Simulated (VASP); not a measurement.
A run of VASP 6.6.1 is set up as follows.

The input INCAR:

```
SYSTEM = RbBr
PREC = Accurate
ENCUT = 520
EDIFF = 1E-8
ISMEAR = 0
SIGMA = 0.01
LREAL = .False.
LASPH = .True.
NELM = 80
ALGO = Normal
ISIF = 2
LWAVE = .False.
LCHARG = .True.
METAGGA = R2SCAN
LMIXTAU = .True.
NBANDS = 15
IBRION = 6
NFREE = 2
POTIM = 0.015
NSW = 1
```

Contents of KPOINTS:

```
Automatic mesh
0
Gamma
  6 6 6
  0 0 0
```

Contents of POSCAR:

```
RbBr
1.0
    3.8488814372      3.8488814372      0.0000000000
   -3.8488814372      3.8488814372      0.0000000000
    0.0000000000      3.8488814372      3.8488814372
Rb Br
1 1
Direct
    0.0000000000      0.0000000000      0.0000000000
    0.5000000000      0.5000000000      0.0000000000
```

Potentials or basis: VASP PAW PBE potentials, release 64 (Rb_sv, Br).

Run with:

```console
$ cat potpaw_PBE.64/Rb_sv/POTCAR potpaw_PBE.64/Br/POTCAR > POTCAR
$ mpirun -np 1 vasp_std > vasp.out
```

(1) Predict the highest phonon frequency at Γ, LO-TO splitting left out.

## Answers

(1) 23 cm⁻¹.

Caveat: the cell stands under pressure or tension, which shifts response properties.
